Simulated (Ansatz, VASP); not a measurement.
Two plane-wave programs on Mo

The input INCAR:

```
SYSTEM = Mo
PREC = Accurate
ENCUT = 520
EDIFF = 1E-7
ISMEAR = 0
SIGMA = 0.1
LREAL = .False.
LASPH = .True.
NELM = 60
ALGO = Normal
ISIF = 2
LWAVE = .False.
LCHARG = .True.
GGA = PE
LELF = .True.
LVHAR = .True.
NBANDS = 21
```

KPOINTS

```
regular mesh
0
Gamma
  16 16 16
  0 0 0
```

File POSCAR:

```
Mo
1.0
    3.2238142278      0.0000000000      0.0000000000
    0.0000000000      3.2238142278      0.0000000000
    0.0000000000      0.0000000000      3.2238142278
Mo
2
Direct
    0.0000000000      0.0000000000      0.0000000000
    0.5000000000      0.5000000000      0.5000000000
```

Input for Ansatz:

```yaml
crystal:
  lattice:
    - [3.2238142278, 0.0, 0.0]
    - [0.0, 3.2238142278, 0.0]
    - [0.0, 0.0, 3.2238142278]
  atoms:
    - { symbol: Mo, position: [0.0, 0.0, 0.0] }
    - { symbol: Mo, position: [0.5, 0.5, 0.5] }
basis:
  ecutwfc: 420
kpoints:
  mp_grid: { grid: [16, 16, 16] }
hamiltonian:
  xc: pbe
scf:
  occupations: { method: gaussian, width: 0.1 }
output:
  forces: true
  stress: true
  eigenvalues: true
```

Change from the starting cell: equal strain along all axes, cell held, atoms relaxed: +2.0 %.

Alike in both runs: task single point; functional PBE; k mesh 16 × 16 × 16; occupations gaussian, width 0.1 eV; no spin polarisation.

```csv
,VASP,Ansatz
version,VASP 6.6.1,Ansatz 0.2.0
potentials or method,"VASP PAW PBE potentials, release 64 (Mo_sv), cutoff 520 eV","scalar-relativistic, plane waves, PAW"
valence electrons in the cell,28,28
```

VASP gave:

```
gap on the k mesh at the Fermi level (eV) : none
pressure (GPa)                            : -13.2
```

**Question.** Which values does Ansatz return?

**Answer.** gap on the k mesh at the Fermi level (eV): none; pressure (GPa): -13.6.

A gap of «none» marks a metal or a gap that the smearing closes.
